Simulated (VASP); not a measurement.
# Rh2C (R-3m) in VASP: notebook, part 2 of 2

VASP 6.6.1.

## 3. Single point, PBE

This run uses another cell than the first one, of 11.90 Å³/atom, 1.039 times its volume.

The input, INCAR:

```
SYSTEM = Rh2C
PREC = Accurate ; ENCUT = 520
EDIFF = 1E-7 ; ISMEAR = 0
SIGMA = 0.1 ; LREAL = .FALSE.
LASPH = .TRUE. ; NELM = 60
ALGO = Normal ; ISIF = 2
LWAVE = .FALSE. ; LCHARG = .TRUE.
GGA = PE ; LELF = .TRUE.
LVHAR = .TRUE. ; NBANDS = 24
```

The input, KPOINTS:

```
Automatic mesh
0
G
  6 6 6
  0 0 0
```

The input, POSCAR:

```
Rh2C
1.0
    1.5670210176      0.9047200063      4.1974711362
   -1.5670210176      0.9047200063      4.1974711362
    0.0000000000     -1.8094400127      4.1974711362
Rh C
2 1
Direct
    0.7477551942      0.7477551942      0.7477551942
    0.2522448058      0.2522448058      0.2522448058
    0.0000000000      0.0000000000      0.0000000000
```

Potentials or basis: VASP PAW PBE potentials, release 64 (Rh_pv, C).

Launch:

```sh
$ cat potpaw_PBE.64/Rh_pv/POTCAR potpaw_PBE.64/C/POTCAR > POTCAR
$ mpirun -np 1 vasp_std > vasp.out
```

OUTCAR:

```text
SYSTEM = Rh2C
   PREC = Accurate
   ENCUT = 520
   EDIFF = 1E-7
   ISMEAR = 0
   LREAL = .FALSE.
   LASPH = .TRUE.
   NELM = 60
   ISIF = 2
   GGA = PE

 ion  position               nearest neighbor table
   1  0.748  0.748  0.748-   3 2.08   3 2.08   3 2.08   2 2.73   2 2.73   2 2.73   2 2.81   2 2.81
                             2 2.81
   2  0.252  0.252  0.252-   3 2.08   3 2.08   3 2.08   1 2.73   1 2.73   1 2.73   1 2.81   1 2.81
                             1 2.81
   3  0.000  0.000  0.000-   1 2.08   1 2.08   2 2.08   2 2.08   1 2.08   2 2.08

  LATTYP: Found a trigonal (rhomboedric) cell.
 ALAT       =     4.5708683090
 COS(alpha) =     0.7649381118

  Lattice vectors:

 A1 = (   1.5670210176,   0.9047200063,   4.1974711362)
 A2 = (  -1.5670210176,   0.9047200063,   4.1974711362)
 A3 = (   0.0000000000,  -1.8094400127,   4.1974711362)

Analysis of symmetry for initial positions (statically):
=====================================================================
 Subroutine PRICEL returns:
 Original cell was already a primitive cell.

 Routine SETGRP: Setting up the symmetry group for a
 trigonal (rhombohedral) supercell.

 Subroutine GETGRP returns: Found 12 space group operations
 (whereof 12 operations were pure point group operations)
 out of a pool of 12 trial point group operations.

The static configuration has the point symmetry D_3d.

Analysis of symmetry for dynamics (positions and initial velocities):
=====================================================================
 Subroutine PRICEL returns:
 Original cell was already a primitive cell.

 Routine SETGRP: Setting up the symmetry group for a
 trigonal (rhombohedral) supercell.

 Subroutine GETGRP returns: Found 12 space group operations
 (whereof 12 operations were pure point group operations)
 out of a pool of 12 trial point group operations.

The dynamic configuration has the point symmetry D_3d.

 Subroutine INISYM returns: Found 12 space group operations
 (whereof 12 operations are pure point group operations),
 and found     1 'primitive' translations

----------------------------------------------------------------------------------------

                                     Primitive cell

  volume of cell :      35.7049

  direct lattice vectors                    reciprocal lattice vectors
     1.567021018  0.904720006  4.197471136     0.319076767  0.184219057  0.079412895
    -1.567021018  0.904720006  4.197471136    -0.319076767  0.184219057  0.079412895
     0.000000000 -1.809440013  4.197471136     0.000000000 -0.368438115  0.079412895

  length of vectors
     4.570868309  4.570868309  4.570868309     0.376899260  0.376899260  0.376899260

  position of ions in fractional coordinates (direct lattice)
     0.747755194  0.747755194  0.747755194
     0.252244806  0.252244806  0.252244806
     0.000000000  0.000000000  0.000000000

  ion indices of the primitive-cell ions
   primitive index   ion index
                 1           1
                 2           2
                 3           3

----------------------------------------------------------------------------------------

 KPOINTS: Automatic mesh

Automatic generation of k-mesh.
 Grid dimensions read from file:
 generate k-points for:    6    6    6

 Generating k-lattice:

  Cartesian coordinates                     Fractional coordinates (reciprocal lattice)
     0.053179461  0.030703176  0.013235482     0.166666667 -0.000000000  0.000000000
    -0.053179461  0.030703176  0.013235482    -0.000000000  0.166666667  0.000000000
     0.000000000 -0.061406352  0.013235482     0.000000000  0.000000000  0.166666667

  Length of vectors
     0.062816543  0.062816543  0.062816543

  Shift w.r.t. Gamma in fractional coordinates (k-lattice)
     0.000000000  0.000000000  0.000000000

 Subroutine IBZKPT returns following result:
 ===========================================

 Found     32 irreducible k-points:

 Following reciprocal coordinates:
            Coordinates               Weight
  0.000000  0.000000  0.000000      1.000000
  0.166667  0.000000 -0.000000      6.000000
  0.333333  0.000000 -0.000000      6.000000
  0.500000  0.000000 -0.000000      3.000000
  0.166667  0.166667 -0.000000      6.000000
  0.333333  0.166667 -0.000000     12.000000
[... 16 lines left out ...]
  0.500000  0.500000  0.166667      6.000000
 -0.333333  0.500000  0.166667     12.000000
 [... further k-points ...]
   k-points           NKPTS =     32   k-points in BZ     NKDIM =     32   number of bands    NBANDS=     24
   number of dos      NEDOS =    301   number of ions     NIONS =      3
   total plane-waves  NPLWV =  46656
   dimension x,y,z NGX =    36 NGY =   36 NGZ =   36
   dimension x,y,z NGXF=    72 NGYF=   72 NGZF=   72
   ions per type =               2   1
   NGX,Y,Z   is equivalent  to a cutoff of  13.09, 13.09, 13.09 a.u.
   NGXF,Y,Z  is equivalent  to a cutoff of  26.19, 26.19, 26.19 a.u.
 SYSTEM =  Rh2C
   PREC   = accura    normal or accurate (medium, high low for compatibility)
   ISTART =      0    job   : 0-new  1-cont  2-samecut
   ICHARG =      2    charge: 1-file 2-atom 10-const
   ISPIN  =      1    spin polarized calculation?
   LNONCOLLINEAR =      F non collinear calculations
   LSORBIT =      F    spin-orbit coupling
   LASPH  =      T    aspherical Exc in radial PAW
   ENCUT  =  520.0 eV  38.22 Ry    6.18 a.u.   8.50  8.50  8.50*2*pi/ulx,y,z
   NELM   =     60;   NELMIN=  2; NELMDL= -5     # of ELM steps
   EDIFF  = 0.1E-06   stopping-criterion for ELM
   LREAL  =      F    real-space projection
   EDIFFG = 0.1E-05   stopping-criterion for IOM
   NSW    =      0    number of steps for IOM
   IBRION =     -1    ionic relax: 0-MD 1-quasi-New 2-CG
   NFREE  =      0    steps in history (QN), initial steepest desc. (CG)
   ISIF   =      2    stress and relaxation
   ISYM   =      2    0-nonsym 1-usesym 2-fastsym
   POTIM  = 0.5000    time-step for ionic-motion
   TEBEG  =    0.0;   TEEND  =   0.0 temperature during run
   PSTRESS=    0.0 pullay stress
   NELECT =      34.0000    total number of electrons
   NUPDOWN=      -1.0000    fix difference up-down
   EMIN   =  10.00;   EMAX   =-10.00  energy-range for DOS
   EFERMI =   0.00;   METHOD = LEGACY
   ISMEAR =     0;   SIGMA  =   0.10  broadening in eV -4-tet -1-fermi 0-gaus
   EFERMI_NEDOS =   21; number of points for ismear=-14 and -15
   IALGO  =     38    algorithm
   IMIX   =      4    mixing-type and parameters
     AMIX     =   0.40;   BMIX     =  1.00
     AMIX_MAG =   1.60;   BMIX_MAG =  1.00
  volume/ion in A,a.u.               =      11.90        80.32
  Fermi-wavevector in a.u.,A,eV,Ry     =   1.610615  3.043622 35.294622  2.594082
  Thomas-Fermi vector in A             =   2.706137
   LORBIT       =      0    0 simple, 1 ext, 2 COOP (PROOUT), +10 PAW based schemes
   GGA     = PE    functional components
   LHFCALC =     F    Hartree Fock is set to
   AEXX    =    0.0000 exact exchange contribution
   IVDW    =     0    specifies the selected vdW correction
   LEPSILON=     F    determine dielectric tensor
   LRPA    =     F    only Hartree local field effects (RPA)
 non-spin polarized calculation
 Gauss-broadening in eV      SIGMA  =   0.10
  energy-cutoff  :      520.00
  volume of cell :       35.70
 maximum number of plane-waves:       973
 NGX is ok and might be reduce to    36
   NGX = 17   NGY = 17   NGZ = 17

 number of electron      34.0000001 magnetization

 Free energy of the ion-electron system (eV)
  ---------------------------------------------------
  ext. energy  EPLUGINS =         0.00000000
  ---------------------------------------------------
  free energy    TOTEN  =       -22.93910021 eV

  energy without entropy =      -22.92925886  energy(sigma->0) =      -22.93417953

 E-fermi :  10.5538     XC(G=0): -13.3863

 val. band max:       10.5318444743   @ k =  -0.1667   0.1667   0.1667
 cond. band min:      10.5941904894   @ k =  -0.3333   0.5000   0.3333
 fundamental gap:      0.0623460151
 Fermi energy:        10.5537929489

 k-point     1 :       0.0000    0.0000    0.0000
  band No.  band energies     occupation
      1     -36.2367      2.00000
      2     -36.0702      2.00000
      3     -36.0702      2.00000
      4     -35.9524      2.00000
      5     -35.9524      2.00000
      6     -35.7527      2.00000
[... 637 lines left out ...]
     23      21.4996      0.00000
     24      22.6800      0.00000

 [... further k-points ...]

------------------------ aborting loop because EDIFF is reached ----------------------------------------

  FORCE on cell =-STRESS in cart. coord.  units (eV):
  Direction    XX          YY          ZZ          XY          YZ          ZX
  --------------------------------------------------------------------------------------
  -------------------------------------------------------------------------------------
  Total        0.1105068      0.1105068     -0.0145146     -0.0000000      0.0000000      0.0000000
  in kB        4.9587408      4.9587408     -0.6513107     -0.0000000      0.0000000      0.0000000
  external PRESSURE =       3.0887236 kB  Pullay stress =       0.0000000 kB

 VOLUME and BASIS-vectors are now :
 -----------------------------------------------------------------------------
  energy-cutoff  :      520.00
  volume of cell :       35.70
      direct lattice vectors                 reciprocal lattice vectors
     1.567021018  0.904720006  4.197471136     0.319076767  0.184219057  0.079412895
    -1.567021018  0.904720006  4.197471136    -0.319076767  0.184219057  0.079412895
     0.000000000 -1.809440013  4.197471136     0.000000000 -0.368438115  0.079412895

 POSITION                                       TOTAL-FORCE (eV/Angst)
 -----------------------------------------------------------------------------------
      0.00000     -0.00000      9.41604         0.000000     -0.000000      0.012858
      0.00000     -0.00000      3.17637         0.000000      0.000000     -0.012858
      0.00000      0.00000      0.00000         0.000000      0.000000     -0.000000
 -----------------------------------------------------------------------------------
    total drift:                                0.000000     -0.000000      0.000000

  FREE ENERGIE OF THE ION-ELECTRON SYSTEM (eV)
  ---------------------------------------------------
  free  energy   TOTEN  =       -22.9391002072 eV

  energy  without entropy=      -22.9292588581  energy(sigma->0) =      -22.93417953
```

OSZICAR:

```text
N       E                     dE             d eps       ncg     rms          rms(c)
DAV:   1     0.360895336957E+03    0.36090E+03   -0.21371E+04  1536   0.160E+03
DAV:   2    -0.148219429835E+02   -0.37572E+03   -0.36223E+03  1728   0.473E+02
DAV:   3    -0.249166085981E+02   -0.10095E+02   -0.99950E+01  1744   0.839E+01
DAV:   4    -0.250020971225E+02   -0.85489E-01   -0.85475E-01  1784   0.807E+00
DAV:   5    -0.250031742803E+02   -0.10772E-02   -0.10771E-02  1808   0.909E-01    0.233E+01
DAV:   6    -0.232256708786E+02    0.17775E+01   -0.67407E+00  1920   0.280E+01    0.725E+00
DAV:   7    -0.229593140470E+02    0.26636E+00   -0.12432E+00  1736   0.114E+01    0.657E+00
DAV:   8    -0.229429516945E+02    0.16362E-01   -0.86308E-02  1680   0.221E+00    0.418E-01
DAV:   9    -0.229390755532E+02    0.38761E-02   -0.44676E-03  1856   0.582E-01    0.151E-01
DAV:  10    -0.229390959740E+02   -0.20421E-04   -0.17952E-03  1784   0.262E-01    0.553E-02
DAV:  11    -0.229391031013E+02   -0.71273E-05   -0.22629E-05  1872   0.422E-02    0.223E-02
DAV:  12    -0.229391002993E+02    0.28020E-05   -0.15249E-06  1728   0.128E-02    0.693E-03
DAV:  13    -0.229391002072E+02    0.92116E-07   -0.73816E-07  1816   0.673E-03
   1 F= -.22939100E+02 E0= -.22934180E+02  d E =-.984135E-02
```

stdout:

```text
POSCAR found type information on POSCAR RhC
 POSCAR found :  2 types and       3 ions
 scaLAPACK will be used
 LDA part: xc-table for (Slater+PW92), standard interpolation
 POSCAR, INCAR and KPOINTS ok, starting setup
 FFT: planning ... GRIDC
 FFT: planning ... GRID_SOFT
 FFT: planning ... GRID
 WAVECAR not read
 entering main loop
```

Wall time 23 s (1 thread of Intel Xeon 6975P-C (Granite Rapids), shared host); peak memory 0.2 GiB.

Results:

| Quantity | Value |
| --- | --- |
| Free energy | -22.9391 eV |
| Pressure | 0.3 GPa |
| Largest force | 0.013 eV/Å |
| Band gap on the k mesh | zero (band 17 reaches 10.91 eV, above the bottom of band 18 at 8.80 eV) |

Forces on the atoms (eV/Å):
```
Rh   0.000  0.000  0.013
Rh   0.000  0.000 -0.013
C    0.000  0.000  0.000
```

Levels at points of the mesh, in eV from the Fermi level:
```tsv
k point	band 15	band 16	band 17	band 18	band 19	band 20
(0.00, 0.00, 0.00)	-1.53	-1.14	0.08	0.08	2.20	4.41
(0.50, 0.00, 0.00)	-1.26	-0.96	-0.52	0.57	1.38	4.10
(0.50, 0.50, 0.00)	-1.08	-0.34	-0.08	0.43	1.77	2.21
(0.50, 0.50, 0.50)	-2.15	-2.15	-1.75	-1.75	3.59	5.08
```

Caveat: the k points lie up to 0.39 Å⁻¹ apart.

## 4. Relaxation of cell and atoms, PBE

The input, INCAR:

```
  PREC = Accurate
  ENCUT = 600
  EDIFF = 1E-6
  ISMEAR = 0
  SIGMA = 0.1
  LREAL = False
  LASPH = True
  NELM = 80
  ALGO = Normal
  ISIF = 3
  LWAVE = False
  LCHARG = False
  GGA = PE
  IBRION = 2
  NSW = 90
  EDIFFG = -0.04
```

The input, KPOINTS:

```
regular mesh
0
Gamma
  6 6 6
```

The input, POSCAR:

```
Rh2C
1.0
    1.4867172323      0.8583565943      4.4902663630
   -1.4867172323      0.8583565943      4.4902663630
    0.0000000000     -1.7167131886      4.4902663630
Rh C
2 1
Direct
    0.7500000000      0.7500000000      0.7500000000
    0.2500000000      0.2500000000      0.2500000000
    0.0000000000      0.0000000000      0.0000000000
```

Launch:

```sh
$ cat potpaw_PBE.64/Rh_pv/POTCAR potpaw_PBE.64/C/POTCAR > POTCAR
$ mpirun -np 1 vasp_std > vasp.out
```

Wall time 3 min (1 thread of Intel Xeon 6975P-C (Granite Rapids), shared host); peak memory 0.25 GiB.

The run converged. Its results:

| Item | Value |
| --- | --- |
| Free energy | -22.9373 eV |
| Relaxed volume | 11.90 Å³/atom |
| Relaxed cell | a = 4.567 Å, b = 4.567 Å, c = 4.567 Å, α = 40.15°, β = 40.15°, γ = 40.15° |
| Space group after relaxing (to 0.05 Å) | R-3m (No. 166) |
| Energy gained by relaxing | 72.3 meV/atom |
| Ionic steps | 10 |
| Pressure after relaxing | 0.2 GPa |
| Largest force after relaxing | 0.007 eV/Å |
| Band gap on the k mesh | zero (band 17 reaches 10.92 eV, above the bottom of band 18 at 8.80 eV) |

Forces in eV/Å, atoms in the order of the input:
```
Rh   0.000  0.000 -0.007
Rh   0.000  0.000  0.007
C    0.000  0.000  0.000
```

Stress tensor (GPa, compression positive):
```
0.31 0.00 0.00
0.00 0.31 0.00
0.00 0.00 0.03
```

The path:
```
step  energy change (eV)  largest force (eV/Å)  pressure (GPa)  volume (Å³)
   1              0.0000                0.0763            9.68        34.38
   2             -0.0230                1.1299          -15.04        37.91
   3             -0.0854                0.7167           -5.06        36.23
   4             -0.2041                0.0757           -3.91        36.37
   5             -0.2078                0.0756           -3.62        36.38
   6             -0.2009                0.3515            6.11        35.03
   7             -0.2144                0.1889            0.20        35.82
   8             -0.2166                0.0095           -0.05        35.73
   9             -0.2167                0.0363           -0.07        35.72
  10             -0.2169                0.0072            0.22        35.69
```

Final structure:
```
CELL_PARAMETERS angstrom
1.56754 0.90502 4.19246
-1.56754 0.90502 4.19246
0.00000 -1.81004 4.19246
ATOMIC_POSITIONS crystal
Rh 0.74783 0.74783 0.74783
Rh 0.25217 0.25217 0.25217
C 0.00000 0.00000 0.00000
```

Levels at points of the mesh, in eV from the Fermi level:
| k point | band 15 | band 16 | band 17 | band 18 | band 19 | band 20 |
| --- | --- | --- | --- | --- | --- | --- |
| (0.00, 0.00, 0.00) | -1.53 | -1.14 | 0.09 | 0.09 | 2.20 | 4.40 |
| (0.50, 0.00, 0.00) | -1.26 | -0.97 | -0.53 | 0.56 | 1.37 | 4.10 |
| (0.50, 0.50, 0.00) | -1.09 | -0.35 | -0.08 | 0.43 | 1.77 | 2.20 |
| (0.50, 0.50, 0.50) | -2.15 | -2.15 | -1.76 | -1.76 | 3.58 | 5.07 |

Caveat: the k points lie up to 0.39 Å⁻¹ apart in the final cell.

## 5. Single point, PBE

This run uses another cell than the first one, of 11.90 Å³/atom, 1.038 times its volume.

The input, INCAR:

```
PREC = Accurate
ENCUT = 520
EDIFF = 1E-6
ISMEAR = 0
SIGMA = 0.1
LREAL = False
LASPH = True
NELM = 80
ALGO = Normal
ISIF = 2
LWAVE = False
LCHARG = True
GGA = PE
LELF = True
LVHAR = True
NBANDS = 24
```

The input, KPOINTS:

```
Automatic mesh
0
Gamma
  18 18 18
```

The input, POSCAR:

```
Rh2C
1.0
    1.5677375637      0.9051337044      4.1919620623
   -1.5677375637      0.9051337044      4.1919620623
    0.0000000000     -1.8102674088      4.1919620622
Rh C
2 1
Direct
    0.7477515813      0.7477515813      0.7477515813
    0.2522484187      0.2522484187      0.2522484187
    0.0000000000      0.0000000000      0.0000000000
```

Launch:

```sh
$ cat potpaw_PBE.64/Rh_pv/POTCAR potpaw_PBE.64/C/POTCAR > POTCAR
$ mpirun -np 1 vasp_std > vasp.out
```

It took 5.5 min on 1 thread of Intel Xeon 6975P-C (Granite Rapids), shared host; peak memory 0.53 GiB.

The run converged. Its results:

| Property | Result |
| --- | --- |
| Free energy | -22.9594 eV |
| Pressure | 0.2 GPa |
| Largest force | 0.020 eV/Å |
| Band gap on the k mesh | zero (band 17 reaches 10.96 eV, above the bottom of band 18 at 8.81 eV) |

Forces on the atoms (eV/Å):
```
Rh   0.000  0.000  0.020
Rh   0.000  0.000 -0.020
C    0.000  0.000  0.000
```

Stress tensor (GPa, compression positive):
```
0.26 0.00 0.00
0.00 0.26 0.00
0.00 0.00 0.19
```

Levels at points of the mesh, in eV from the Fermi level:
| k point | band 13 | band 14 | band 15 | band 16 | band 17 | band 18 | band 19 | band 20 | band 21 | band 22 |
| --- | --- | --- | --- | --- | --- | --- | --- | --- | --- | --- |
| (0.00, 0.00, 0.00) | -2.14 | -1.56 | -1.56 | -1.15 | 0.06 | 0.06 | 2.18 | 4.38 | 4.38 | 7.70 |
| (0.50, 0.00, 0.00) | -2.63 | -2.04 | -1.30 | -1.00 | -0.55 | 0.54 | 1.36 | 4.07 | 4.98 | 8.75 |
| (0.50, 0.50, 0.00) | -1.92 | -1.56 | -1.12 | -0.37 | -0.11 | 0.40 | 1.75 | 2.17 | 6.30 | 6.96 |
| (0.50, 0.50, 0.50) | -2.72 | -2.37 | -2.18 | -2.18 | -1.78 | -1.78 | 3.56 | 5.05 | 5.05 | 6.26 |

## 6. Overview

```csv
task,cell,k mesh,cutoff (eV),gap on the mesh (eV),pressure (GPa),largest force (eV/Å)
single point,"a = 4.807 Å, angles 36.0°, 3 atoms",6 × 6 × 6,520,none,9.8,0.08
single point,"a = 4.571 Å, angles 40.1°, 3 atoms",6 × 6 × 6,520,none,0.3,0.01
relaxation of cell and atoms,"relaxed from a = 4.807 Å, angles 36.0°, 3 atoms",6 × 6 × 6,600,none,0.2,0.01
single point,"a = 4.566 Å, angles 40.2°, 3 atoms",18 × 18 × 18,520,none,0.2,0.02
```

Alike in all rows: level PBE; potentials or basis VASP PAW PBE potentials, release 64 (Rh_pv, C); no spin polarisation; smearing gaussian 0.1 eV.

Caveats: some runs use coarse meshes.

Total energies depend on the potentials used, so only differences within one code and one set of settings carry meaning.
